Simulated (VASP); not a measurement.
# Si2C (Fmmm) in VASP: notebook

The runs below take Si2C through single point, relaxation of cell and atoms, with PBE.

Everything below comes from runs of VASP 6.6.1. Logs are shortened: lines on timing, memory, paths and dates and some standing lists are left out, and cuts for length are marked.

### 1 The cell of the first run

It takes space group Fmmm (No. 69, orthorhombic). Conventional cell: a = 2.834 Å, b = 6.108 Å, c = 9.130 Å, α = 90.00°, β = 90.00°, γ = 90.00°. Si (site symmetry mm2) has 2 C at 1.90 Å and 2 Si at 2.47 Å within 2.5 Å. Within 2.5 Å of C (site symmetry mmm) lie 4 Si at 1.90 Å.

### 2 Single point, PBE

Input file INCAR:

```
ALGO = Normal
EDIFF = 1E-7
ENCUT = 520
GGA = PE
ISIF = 2
ISMEAR = 0
LASPH = T
LCHARG = F
LREAL = F
LWAVE = F
NBANDS = 13
NELM = 60
PREC = Accurate
SIGMA = 0.1
```

Input file KPOINTS:

```
k-points
0
Gamma
  18 18 18
```

Input file POSCAR:

```
Si2C
1.0
    0.0000000000      3.0539329771      4.5651432507
    1.4169405214      0.0000000000      4.5651432507
    1.4169405214      3.0539329771      0.0000000000
Si C
2 1
Direct
    0.1389510420      0.1389510420      0.8610489580
    0.8610489580      0.8610489580      0.1389510420
    0.5000000000      0.5000000000      0.5000000000
```

Potentials or basis: VASP PAW PBE potentials, release 64 (Si, C).

Started as:

```sh
cat potpaw_PBE.64/Si/POTCAR potpaw_PBE.64/C/POTCAR > POTCAR
mpirun -np 1 vasp_std > vasp.out
```

OUTCAR:

```text
EDIFF = 1E-7
   ENCUT = 520
   GGA = PE
   ISIF = 2
   ISMEAR = 0
   LASPH = T
   LREAL = F
   NELM = 60
   PREC = Accurate

 ion  position               nearest neighbor table
   1  0.139  0.139  0.861-   3 1.90   3 1.90   2 2.47   2 2.47   2 2.54
   2  0.861  0.861  0.139-   3 1.90   3 1.90   1 2.47   1 2.47   1 2.54
   3  0.500  0.500  0.500-   1 1.90   1 1.90   2 1.90   2 1.90

  LATTYP: Found a face centered orthorhombic cell.
 ALAT       =     2.8338810428
 B/A-ratio  =     2.1553007561
 C/A-ratio  =     3.2218312496

  Lattice vectors:

 A1 = (   0.0000000000,   3.0539329771,   4.5651432507)
 A2 = (   1.4169405214,   0.0000000000,   4.5651432507)
 A3 = (   1.4169405214,   3.0539329771,   0.0000000000)

Analysis of symmetry for initial positions (statically):
=====================================================================
 Subroutine PRICEL returns:
 Original cell was already a primitive cell.

 Routine SETGRP: Setting up the symmetry group for a
 face centered orthorhombic supercell.

 Subroutine GETGRP returns: Found  8 space group operations
 (whereof  8 operations were pure point group operations)
 out of a pool of  8 trial point group operations.

The static configuration has the point symmetry D_2h.

Analysis of symmetry for dynamics (positions and initial velocities):
=====================================================================
 Subroutine PRICEL returns:
 Original cell was already a primitive cell.

 Routine SETGRP: Setting up the symmetry group for a
 face centered orthorhombic supercell.

 Subroutine GETGRP returns: Found  8 space group operations
 (whereof  8 operations were pure point group operations)
 out of a pool of  8 trial point group operations.

The dynamic configuration has the point symmetry D_2h.

 Subroutine INISYM returns: Found  8 space group operations
 (whereof  8 operations are pure point group operations),
 and found     1 'primitive' translations

----------------------------------------------------------------------------------------

                                     Primitive cell

  volume of cell :      39.5090

  direct lattice vectors                    reciprocal lattice vectors
     0.000000000  3.053932977  4.565143251    -0.352872963  0.163723305  0.109525588
     1.416940521  0.000000000  4.565143251     0.352872963 -0.163723305  0.109525588
     1.416940521  3.053932977  0.000000000     0.352872963  0.163723305 -0.109525588

  length of vectors
     5.492452961  4.779984659  3.366634383     0.404129315  0.404129315  0.404129315

  position of ions in fractional coordinates (direct lattice)
     0.138951042  0.138951042  0.861048958
     0.861048958  0.861048958  0.138951042
     0.500000000  0.500000000  0.500000000

  ion indices of the primitive-cell ions
   primitive index   ion index
                 1           1
                 2           2
                 3           3

----------------------------------------------------------------------------------------

 KPOINTS: k-points

Automatic generation of k-mesh.
 Grid dimensions read from file:
 generate k-points for:   18   18   18

 Generating k-lattice:

  Cartesian coordinates                     Fractional coordinates (reciprocal lattice)
    -0.019604053  0.009095739  0.006084755     0.055555556  0.000000000  0.000000000
     0.019604053 -0.009095739  0.006084755     0.000000000  0.055555556 -0.000000000
     0.019604053  0.009095739 -0.006084755     0.000000000 -0.000000000  0.055555556

  Length of vectors
     0.022451629  0.022451629  0.022451629

  Shift w.r.t. Gamma in fractional coordinates (k-lattice)
     0.000000000  0.000000000  0.000000000

 Subroutine IBZKPT returns following result:
 ===========================================

 Found    865 irreducible k-points:

 Following reciprocal coordinates:
            Coordinates               Weight
  0.000000  0.000000  0.000000      1.000000
  0.055556 -0.000000 -0.000000      8.000000
  0.111111 -0.000000 -0.000000      8.000000
  0.166667 -0.000000 -0.000000      8.000000
  0.222222  0.000000  0.000000      8.000000
  0.277778 -0.000000 -0.000000      8.000000
[... 16 lines left out ...]
 -0.277778  0.055556  0.000000      8.000000
 -0.222222  0.055556 -0.000000      8.000000
 [... further k-points ...]
   k-points           NKPTS =    865   k-points in BZ     NKDIM =    865   number of bands    NBANDS=     13
   number of dos      NEDOS =    301   number of ions     NIONS =      3
   total plane-waves  NPLWV =  42336
   dimension x,y,z NGX =    42 NGY =   36 NGZ =   28
   dimension x,y,z NGXF=    84 NGYF=   72 NGZF=   56
   ions per type =               2   1
   NGX,Y,Z   is equivalent  to a cutoff of  12.71, 12.52, 13.83 a.u.
   NGXF,Y,Z  is equivalent  to a cutoff of  25.43, 25.04, 27.65 a.u.
 SYSTEM =  unknown system
   PREC   = accura    normal or accurate (medium, high low for compatibility)
   ISTART =      0    job   : 0-new  1-cont  2-samecut
   ICHARG =      2    charge: 1-file 2-atom 10-const
   ISPIN  =      1    spin polarized calculation?
   LNONCOLLINEAR =      F non collinear calculations
   LSORBIT =      F    spin-orbit coupling
   LASPH  =      T    aspherical Exc in radial PAW
   ENCUT  =  520.0 eV  38.22 Ry    6.18 a.u.  10.21  8.89  6.26*2*pi/ulx,y,z
   NELM   =     60;   NELMIN=  2; NELMDL= -5     # of ELM steps
   EDIFF  = 0.1E-06   stopping-criterion for ELM
   LREAL  =      F    real-space projection
   EDIFFG = 0.1E-05   stopping-criterion for IOM
   NSW    =      0    number of steps for IOM
   IBRION =     -1    ionic relax: 0-MD 1-quasi-New 2-CG
   NFREE  =      0    steps in history (QN), initial steepest desc. (CG)
   ISIF   =      2    stress and relaxation
   ISYM   =      2    0-nonsym 1-usesym 2-fastsym
   POTIM  = 0.5000    time-step for ionic-motion
   TEBEG  =    0.0;   TEEND  =   0.0 temperature during run
   PSTRESS=    0.0 pullay stress
   NELECT =      12.0000    total number of electrons
   NUPDOWN=      -1.0000    fix difference up-down
   EMIN   =  10.00;   EMAX   =-10.00  energy-range for DOS
   EFERMI =   0.00;   METHOD = LEGACY
   ISMEAR =     0;   SIGMA  =   0.10  broadening in eV -4-tet -1-fermi 0-gaus
   EFERMI_NEDOS =   21; number of points for ismear=-14 and -15
   IALGO  =     38    algorithm
   IMIX   =      4    mixing-type and parameters
     AMIX     =   0.40;   BMIX     =  1.00
     AMIX_MAG =   1.60;   BMIX_MAG =  1.00
  volume/ion in A,a.u.               =      13.17        88.87
  Fermi-wavevector in a.u.,A,eV,Ry     =   1.100449  2.079548 16.476503  1.210989
  Thomas-Fermi vector in A             =   2.236861
   LORBIT       =      0    0 simple, 1 ext, 2 COOP (PROOUT), +10 PAW based schemes
   GGA     = PE    functional components
   LHFCALC =     F    Hartree Fock is set to
   AEXX    =    0.0000 exact exchange contribution
   IVDW    =     0    specifies the selected vdW correction
   LEPSILON=     F    determine dielectric tensor
   LRPA    =     F    only Hartree local field effects (RPA)
 non-spin polarized calculation
 Gauss-broadening in eV      SIGMA  =   0.10
  energy-cutoff  :      520.00
  volume of cell :       39.51
 maximum number of plane-waves:      1087
 NGX is ok and might be reduce to    42
   NGX = 21   NGY = 17   NGZ = 13

 number of electron      12.0000000 magnetization

 Free energy of the ion-electron system (eV)
  ---------------------------------------------------
  ext. energy  EPLUGINS =         0.00000000
  ---------------------------------------------------
  free energy    TOTEN  =       -17.73091204 eV

  energy without entropy =      -17.72771693  energy(sigma->0) =      -17.72931448

 E-fermi :   8.4115     XC(G=0): -10.7616

 val. band max:        8.4098914632   @ k =   0.4444   0.0556   0.1667
 cond. band min:       8.4142822588   @ k =   0.5000   0.5000   0.0000
 fundamental gap:      0.0043907956
 Fermi energy:         8.4114538610

 k-point     1 :       0.0000    0.0000    0.0000
  band No.  band energies     occupation
      1      -7.7150      2.00000
      2      -0.5035      2.00000
      3      -0.4010      2.00000
      4       5.6782      2.00000
      5       6.2622      2.00000
      6      11.1105      0.00000
      7      12.0759      0.00000
      8      12.7821      0.00000
      9      13.3608      0.00000
     10      14.1987      0.00000
     11      14.5404      0.00000
     12      18.8961      0.00000
     13      19.6499      0.00000

 k-point     2 :       0.0556   -0.0000   -0.0000
  band No.  band energies     occupation
      1      -7.6546      2.00000
      2      -0.7189      2.00000
      3      -0.0639      2.00000
      4       5.3881      2.00000
      5       6.2333      2.00000
      6      11.2574      0.00000
      7      11.5240      0.00000
      8      12.6951      0.00000
      9      13.4960      0.00000
     10      14.2617      0.00000
     11      14.8490      0.00000
     12      18.4917      0.00000
     13      19.1140      0.00000

 k-point     3 :       0.1111   -0.0000   -0.0000
  band No.  band energies     occupation
      1      -7.4742      2.00000
      2      -0.8547      2.00000
      3       0.4347      2.00000
      4       4.6400      2.00000
      5       6.1659      2.00000
      6      10.4303      0.00000
      7      11.5095      0.00000
      8      12.6133      0.00000
      9      13.3174      0.00000
     10      14.5061      0.00000
     11      15.6650      0.00000
     12      17.2275      0.00000
     13      18.3160      0.00000

 k-point     4 :       0.1667   -0.0000   -0.0000
  band No.  band energies     occupation
      1      -7.1756      2.00000
      2      -0.8657      2.00000
      3       1.0416      2.00000
      4       3.6450      2.00000
      5       6.0953      2.00000
      6       9.2026      0.00000
      7      11.3621      0.00000
      8      12.6529      0.00000
      9      13.1210      0.00000
     10      14.5328      0.00000
     11      16.3298      0.00000
     12      16.8334      0.00000
     13      17.3303      0.00000

 k-point     5 :       0.2222    0.0000    0.0000
  band No.  band energies     occupation
      1      -6.7623      2.00000
      2      -0.7518      2.00000
      3       1.7308      2.00000
      4       2.5546      2.00000
      5       6.0572      2.00000
      6       7.9467      2.00000
      7      10.9121      0.00000
      8      12.0521      0.00000
      9      13.5573      0.00000
     10      14.1933      0.00000
     11      15.7083      0.00000
     12      16.8078      0.00000
     13      17.9470      0.00000
[... 257 lines left out ...]
 k-point    22 :      -0.3333    0.0556    0.0000
  band No.  band energies     occupation
      1      -4.9739      2.00000
      2      -0.7904      2.00000
      3       0.7928      2.00000
      4       3.1025      2.00000
      5       4.8505      2.00000
      6       6.3045      2.00000
      7       9.0945      0.00000
      8      10.5505      0.00000
      9      11.7534      0.00000
     10      13.9968      0.00000
     11      14.6752      0.00000
     12      17.0810      0.00000
     13      18.4165      0.00000

 k-point    23 :      -0.2778    0.0556    0.0000
  band No.  band energies     occupation
      1      -5.6740      2.00000
      2       0.1243      2.00000
      3       0.5328      2.00000
      4       2.6527      2.00000
      5       5.4520      2.00000
      6       6.1372      2.00000
      7       9.7459      0.00000
      8      11.0166      0.00000
      9      12.8091      0.00000
     10      14.1329      0.00000
     11      14.8060      0.00000
     12      16.6531      0.00000
     13      18.4003      0.00000

 k-point    24 :      -0.2222    0.0556   -0.0000
  band No.  band energies     occupation
      1      -6.2884      2.00000
      2       0.0129      2.00000
      3       1.3988      2.00000
      4       1.9099      2.00000
      5       6.0327      2.00000
      6       6.5753      2.00000
      7      10.4126      0.00000
      8      11.6031      0.00000
      9      13.7557      0.00000
     10      13.9942      0.00000
     11      15.1792      0.00000
     12      16.3566      0.00000
     13      18.1961      0.00000

 [... further k-points ...]
[... 5 lines left out ...]
  --------------------------------------------------------------------------------------
  -------------------------------------------------------------------------------------
  Total        0.0150054      0.0006441     -0.0447324     -0.0000000      0.0000000      0.0000000
  in kB        0.6085013      0.0261185     -1.8140017     -0.0000000      0.0000000      0.0000000
  external PRESSURE =      -0.3931273 kB  Pullay stress =       0.0000000 kB

 VOLUME and BASIS-vectors are now :
 -----------------------------------------------------------------------------
  energy-cutoff  :      520.00
  volume of cell :       39.51
      direct lattice vectors                 reciprocal lattice vectors
     0.000000000  3.053932977  4.565143251    -0.352872963  0.163723305  0.109525588
     1.416940521  0.000000000  4.565143251     0.352872963 -0.163723305  0.109525588
     1.416940521  3.053932977  0.000000000     0.352872963  0.163723305 -0.109525588

 POSITION                                       TOTAL-FORCE (eV/Angst)
 -----------------------------------------------------------------------------------
      1.41694      3.05393      1.26866        -0.000000      0.000000     -0.017648
      1.41694      3.05393      7.86162        -0.000000      0.000000      0.017648
      1.41694      3.05393      4.56514         0.000000     -0.000000      0.000000
 -----------------------------------------------------------------------------------
    total drift:                               -0.000000     -0.000000     -0.000000

  FREE ENERGIE OF THE ION-ELECTRON SYSTEM (eV)
  ---------------------------------------------------
  free  energy   TOTEN  =       -17.7309120413 eV

  energy  without entropy=      -17.7277169265  energy(sigma->0) =      -17.72931448
```

Run time: 10 min. Hardware: 1 thread of Intel Xeon 6975P-C, shared host; peak memory 0.5 GiB.

Results:

| Item | Value |
| --- | --- |
| Free energy | -17.7309 eV |
| Pressure | 0.0 GPa |
| Largest force | 0.018 eV/Å |
| Band gap on the k mesh | zero (band 6 reaches 11.28 eV, above the bottom of band 7 at 6.04 eV) |

Forces in eV/Å, atoms in the order of the input:
```
Si   0.000  0.000 -0.018
Si   0.000  0.000  0.018
C    0.000  0.000  0.000
```

Stress tensor (GPa, compression positive):
```
 0.06  0.00  0.00
 0.00  0.00  0.00
 0.00  0.00 -0.18
```

### 3 Relaxation of cell and atoms, PBE

Input file INCAR:

```
PREC = Accurate
ENCUT = 600
EDIFF = 1E-6
ISMEAR = 0
SIGMA = 0.1
LREAL = False
LASPH = True
NELM = 100
ALGO = Normal
ISIF = 3
LWAVE = False
LCHARG = False
GGA = PE
IBRION = 2
NSW = 100
EDIFFG = -0.01
```

Input file KPOINTS:

```
Automatic mesh
0
Gamma
  18 18 18
```

POSCAR is that of step 2.

Potentials or basis: VASP PAW PBE potentials, release 64 (Si, C).

Started as:

```sh
cat potpaw_PBE.64/Si/POTCAR potpaw_PBE.64/C/POTCAR > POTCAR
mpirun -np 1 vasp_std > vasp.out
```

Wall time 24 min (1 thread of Intel Xeon 8259CL, shared host); peak memory 0.57 GiB.

It converged, with:

```yaml
Free_energy: -17.7321 eV
Relaxed_volume: 13.16 Å³/atom
Relaxed_cell: a = 5.491 Å, b = 4.778 Å, c = 3.366 Å, α = 82.83°, β = 59.70°, γ = 37.47°
Space_group_after_relaxing_to_0.05_Å: Fmmm (No. 69)
Energy_gained_by_relaxing: 0.0 meV/atom
Ionic_steps: 3
Pressure_after_relaxing: 0.0 GPa
Band_gap_on_the_k_mesh: zero (band 6 reaches 11.28 eV, above the bottom of band 7 at 6.05 eV)
```

Final structure:
```yaml
crystal:
  lattice:
    - [0.00000, 3.05370, 4.56344]
    - [1.41692, 0.00000, 4.56344]
    - [1.41692, 3.05370, 0.00000]
  atoms:
    - { symbol: Si, position: [0.13892, 0.13892, 0.86108] }
    - { symbol: Si, position: [0.86108, 0.86108, 0.13892] }
    - { symbol: C, position: [0.50000, 0.50000, 0.50000] }
```

Levels at points of the mesh, in eV from the Fermi level:
```tsv
k point	band 2	band 3	band 4	band 5	band 6	band 7	band 8	band 9	band 10
(0.00, 0.00, 0.00)	-8.92	-8.81	-2.74	-2.15	2.70	3.67	4.37	4.95	5.79
(0.50, 0.00, 0.00)	-10.72	-7.26	-5.77	-2.56	-1.58	-0.16	1.09	2.05	5.24
(0.50, 0.50, 0.00)	-12.45	-3.11	-2.83	-1.82	0.01	2.33	3.91	4.62	6.86
(0.50, 0.00, 0.50)	-7.69	-7.65	-7.25	-3.13	-0.99	-0.76	3.76	3.81	5.21
(0.00, 0.50, 0.50)	-10.77	-6.69	-5.08	-3.25	-2.31	2.57	3.31	5.19	5.74
```
